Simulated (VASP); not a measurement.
A run of VASP 6.6.1 is set up as follows.

INCAR

```
SYSTEM = SmSc2As3
PREC = Accurate
ENCUT = 500
EDIFF = 1E-7
ISMEAR = 0
SIGMA = 0.1
LREAL = .False.
LASPH = .True.
NELM = 200
ALGO = Normal
ISIF = 3
LWAVE = .False.
LCHARG = .False.
GGA = PE
IBRION = 2
NSW = 100
EDIFFG = -0.01
GGA_COMPAT = .False.
NELMIN = 4
LMAXMIX = 6
```

Contents of KPOINTS:

```
regular mesh
0
Gamma
  10 10 6
  0 0 0
```

Contents of POSCAR:

```
SmSc2As3
1.0
    3.9914946806      0.0000000000      0.0000000000
    0.0000000000      3.9914946806      0.0000000000
    0.0000000000      0.0000000000      8.2936796931
Sm Sc As
1 2 3
Direct
    0.0000000000      0.0000000000      0.0000000000
    0.0000000000      0.5000000000      0.6439203687
    0.5000000000      0.0000000000      0.3560796313
    0.0000000000      0.5000000000      0.3180194260
    0.5000000000      0.0000000000      0.6819805740
    0.5000000000      0.5000000000      0.0000000000
```

Potentials or basis: VASP PAW PBE potentials, release 64 (Sm_3, Sc_sv, As), 4f in core.

Launch:

```console
$ cat potpaw_PBE.64/Sm_3/POTCAR potpaw_PBE.64/Sc_sv/POTCAR potpaw_PBE.64/As/POTCAR > POTCAR
$ mpirun -np 1 vasp_std > vasp.out
```

(1) Estimate the relaxed volume.

(2) Predict the space group after relaxing (to 0.1 Å).

(3) What does it give for the relaxed cell?

Answers

(1) 22.13 Å³/atom.

(2) P-4m2 (No. 115).

(3) a = 3.989 Å, b = 3.989 Å, c = 8.348 Å, α = 90.00°, β = 90.00°, γ = 90.00°.
